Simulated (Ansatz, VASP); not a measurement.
## Ge: VASP beside Ansatz

```
Ge
1.0
     0.00000    2.09836    2.09836
     2.09836    0.00000    2.09836
     2.09836    2.09836    0.00000
Ge
1
Direct
  0.00000 0.00000 0.00000
```

Alike in both runs: task single point; functional BLYP; k mesh 10 × 10 × 10; occupations gaussian, width 0.1 eV; no spin polarisation.

```csv
,VASP,Ansatz
version,VASP 6.6.1,Ansatz 0.2.0
potentials or method,"VASP PAW PBE potentials, release 64 (Ge_d), cutoff 500 eV","scalar-relativistic, plane waves, PAW"
valence electrons in the cell,14,14
```

|  | VASP | Ansatz | Ansatz less VASP |
| --- | --- | --- | --- |
| gap on the k mesh at the Fermi level (eV) | none | none | - |
| pressure (GPa) | 11.1 | 11.2 | +0.15 |

VASP's potentials were made for PBE, not for BLYP. A gap of «none» marks a metal or a gap that the smearing closes. With one functional, cell and mesh, what is left measures potentials, basis and numerics.
